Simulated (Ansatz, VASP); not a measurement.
Te: VASP beside Ansatz

Contents of INCAR:

```
SYSTEM = Te
PREC = Accurate ; ENCUT = 520
EDIFF = 1E-7 ; ISMEAR = -1
SIGMA = 0.1 ; LREAL = .FALSE.
LASPH = .TRUE. ; NELM = 80
ALGO = Normal ; ISIF = 2
LWAVE = .FALSE. ; LCHARG = .TRUE.
LELF = .TRUE. ; LVHAR = .TRUE.
NBANDS = 9
```

Contents of KPOINTS:

```
Automatic mesh
0
G
  12 12 12
  0 0 0
```

POSCAR

```
Te
1.0
    2.9692705431      0.0000000000      0.0000000000
    0.0000000000      2.9692705431      0.0000000000
    0.0000000000      0.0000000000      2.9692705431
Te
1
Direct
    0.0000000000      0.0000000000      0.0000000000
```

Input for Ansatz:

```yaml
crystal:
  lattice:
    - [2.9692705431, 0.0, 0.0]
    - [0.0, 2.9692705431, 0.0]
    - [0.0, 0.0, 2.9692705431]
  atoms:
    - { symbol: Te, position: [0.0, 0.0, 0.0] }
kpoints:
  mp_grid: { grid: [12, 12, 12] }
scf:
  occupations: { method: fermi_dirac, width: 0.1 }
hamiltonian:
  xc: lda
  pseudopotentials: { kind: all_electron, lapw: { basis_error: 0.001 } }
output:
  forces: true
  stress: true
  eigenvalues: true
  populations: true
```

Change from the starting cell: volume scaled by 0.85, LAPW.

Alike in both runs: task single point; functional LDA; k mesh 12 × 12 × 12; occupations fermi-dirac, width 0.1 eV; no spin polarisation.

```csv
,VASP,Ansatz
version,VASP 6.6.1,Ansatz 0.2.0
potentials or method,"VASP PAW LDA potentials, release 64 (Te), cutoff 520 eV","all-electron LAPW, scalar-relativistic"
```

|  | VASP | Ansatz | Ansatz less VASP |
| --- | --- | --- | --- |
| pressure (GPa) | 14.7 | 14.4 | -0.28 |

LDA's correlation is that of Perdew and Zunger in VASP and of Perdew and Wang (1992) in Ansatz. Ansatz ran all-electron here, and VASP with PAW potentials.

Spin-orbit coupling is off throughout.
